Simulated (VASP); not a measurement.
Runs of VASP 6.6.1 on Co. The typed cell holds 1 atom: a = 2.425 Å, b = 2.437 Å, c = 2.401 Å, α = 107.69°, β = 110.08°, γ = 109.82°. 

```tsv
fixed moment (μB)	pressure (GPa)	moment (μB)
2.0	4.6	2.00
1.0	(a)	1.00
1.5	-3.9	1.50
3.0	36.1	3.00
```

Alike in all rows: task single point; level PBE; potentials or basis VASP PAW PBE potentials, release 64 (Co_sv); spin collinear, ferromagnetic start; cell as given; k mesh 11 × 11 × 11; cutoff (eV) 690; smearing fermi-dirac 0.05 eV.

Task: Fill in the values left out.

Result: (a) -8.1.

Caveats: the total moment is fixed, so each spin has its own Fermi level and the state may be an excited one; the cell stands under pressure (at least some runs); the cell stands under tension (at least some runs).
